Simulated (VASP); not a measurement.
Wanted: the native input for a VASP 6.6.1 run.

```yaml
Task: single point
Functional: PBEsol
Potentials_or_basis: VASP PAW PBE potentials, release 64 (Ta_pv)
Cutoff: 500 eV
k_mesh: 17 × 17 × 17
Occupations: fermi-dirac, width 0.05 eV
Spin: no spin polarisation
Dipole_correction: no
Further_INCAR_settings: ALGO = Normal; EDIFF = 1e-06; NBANDS = 12
```

The structure of Ta lies in POSCAR:

```
Ta
1.0
    0.0000000000      2.0880129795      2.0880129795
    2.0880129795      0.0000000000      2.0880129795
    2.0880129795      2.0880129795      0.0000000000
Ta
1
Direct
    0.0000000000      0.0000000000      0.0000000000
```

This isn't the form of Ta at room conditions, which is bcc.

One way to write it, as run:

INCAR

```
SYSTEM = Ta
PREC = Accurate
ENCUT = 500
EDIFF = 1E-6
ISMEAR = -1
SIGMA = 0.05
LREAL = .FALSE.
LASPH = .TRUE.
NELM = 120
ALGO = Normal
ISIF = 2
LWAVE = .FALSE.
LCHARG = .FALSE.
GGA = PS
NBANDS = 12
GGA_COMPAT = .FALSE.
```

KPOINTS

```
Automatic mesh
0
G
  17 17 17
  0 0 0
```

Potentials or basis: VASP PAW PBE potentials, release 64 (Ta_pv).

Launch:

```bash
$ cat potpaw_PBE.64/Ta_pv/POTCAR > POTCAR
$ mpirun -np 1 vasp_std > vasp.out
```

Results of the run:

```
Pressure               : 0.1 GPa
Band gap on the k mesh : zero (an odd number of electrons rules out a gap without spin polarisation)
```

Caveat: the PAW data sets were made with another functional, which shifts forces and pressure a little; spin-orbit coupling is left out, which moves the levels of the heavy elements.

It took 39 s on 1 thread of Intel(R) Xeon(R) Platinum 8259CL CPU @ 2.50GHz (Skylake/Cascade Lake), with other jobs on the host, peak memory 0.16 GiB.
